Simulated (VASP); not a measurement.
Input of a VASP 6.6.1 run:

The input INCAR:

```
  PREC = Accurate
  ENCUT = 600
  EDIFF = 1E-6
  ISMEAR = 0
  SIGMA = 0.1
  LREAL = False
  LASPH = True
  NELM = 200
  ALGO = Normal
  ISIF = 2
  LWAVE = False
  LCHARG = False
  GGA = PE
  NBANDS = 28
  GGA_COMPAT = False
  LMAXMIX = 6
```

The input KPOINTS:

```
Automatic mesh
0
Gamma
  6 6 6
```

POSCAR

```
TbGa2O
1.0
    1.6065469401      0.9275403083      7.8406567192
   -1.6065469401      0.9275403083      7.8406567192
    0.0000000000     -1.8550806167      7.8406567192
Tb Ga O
1 2 1
Direct
    0.5000000000      0.5000000000      0.5000000000
    0.2733514487      0.2733514487      0.2733514487
    0.7266485513      0.7266485513      0.7266485513
    0.0000000000      0.0000000000      0.0000000000
```

Potentials or basis: VASP PAW PBE potentials, release 64 (Tb_3, Ga_d, O), 4f in core.

Launch:

```console
$ cat potpaw_PBE.64/Tb_3/POTCAR potpaw_PBE.64/Ga_d/POTCAR potpaw_PBE.64/O/POTCAR > POTCAR
$ mpirun -np 1 vasp_std > vasp.out
```

(1) Estimate the pressure.

(2) Estimate the band gap on the k mesh.

## Answers

(1) 0.3 GPa.

(2) zero (an odd number of electrons rules out a gap without spin polarisation).

Caveat: the k points lie up to 0.38 Å⁻¹ apart, too coarse for converged energies and pressures of a metal; spin-orbit coupling is left out, which moves the levels of the heavy elements; the 4f electrons are frozen in the core, so they carry no moment and show no levels; an odd number of electrons without spin polarisation forces a metal; a magnetic or distorted state may lie lower; the run has no spin polarisation, though such a crystal can be magnetic.
